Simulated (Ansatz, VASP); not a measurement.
## Rh in VASP and in Ansatz

INCAR

```
ALGO = Fast
EDIFF = 1E-6
ENCUT = 520
GGA = PE
ISIF = 2
ISMEAR = 0
LASPH = T
LCHARG = F
LREAL = F
LWAVE = F
NBANDS = 38
NELM = 100
PREC = Accurate
SIGMA = 0.1
```

KPOINTS

```
k-points
0
Gamma
  18 18 6
```

File POSCAR:

```
Rh
1.0
    2.6792010935      0.0000000000      0.0000000000
   -1.3396005467      2.3202562088      0.0000000000
    0.0000000000      0.0000000000      7.9652448115
Rh
4
Direct
    0.0000000000      0.0000000000      0.0000000000
    0.3333333300      0.6666666700      0.2500000000
    0.0000000000      0.0000000000      0.5000000000
    0.6666666700      0.3333333300      0.7500000000
```

Input for Ansatz:

```yaml
crystal:
  lattice:
    - [2.6792010935, 0.0, 0.0]
    - [-1.3396005467, 2.3202562088, 0.0]
    - [0.0, 0.0, 7.9652448115]
  atoms:
    - { symbol: Rh, position: [0.0, 0.0, 0.0] }
    - { symbol: Rh, position: [0.33333333, 0.66666667, 0.25] }
    - { symbol: Rh, position: [0.0, 0.0, 0.5] }
    - { symbol: Rh, position: [0.66666667, 0.33333333, 0.75] }
basis:
  ecutwfc: 420
kpoints:
  mp_grid: { grid: [18, 18, 6] }
hamiltonian:
  xc: pbe
scf:
  occupations: { method: gaussian, width: 0.1 }
output:
  forces: true
  stress: true
  eigenvalues: true
```

Alike in both runs: task single point; functional PBE; k mesh 18 × 18 × 6; occupations gaussian, width 0.1 eV; no spin polarisation.

```csv
,VASP,Ansatz
version,VASP 6.6.1,Ansatz 0.2.0
potentials or method,"VASP PAW PBE potentials, release 64 (Rh_pv), cutoff 520 eV","scalar-relativistic, plane waves, PAW"
valence electrons in the cell,60,68
```

|  | VASP | Ansatz | Ansatz less VASP |
| --- | --- | --- | --- |
| gap on the k mesh at the Fermi level (eV) | none | none | - |
| pressure (GPa) | 49.7 | 49.6 | -0.18 |
| traceless stress, the component that is largest in VASP (GPa) | 30.31 | 30.27 | -0.041 |

A gap of «none» marks a metal or a gap that the smearing closes. Both programs put the cell under a high pressure, so it lies far from rest at this level. With one functional, cell and mesh, what is left measures potentials, basis and numerics. VASP's potentials hold 60 valence electrons a cell and Ansatz's 68, so a difference there can come from the potentials and not from the codes.
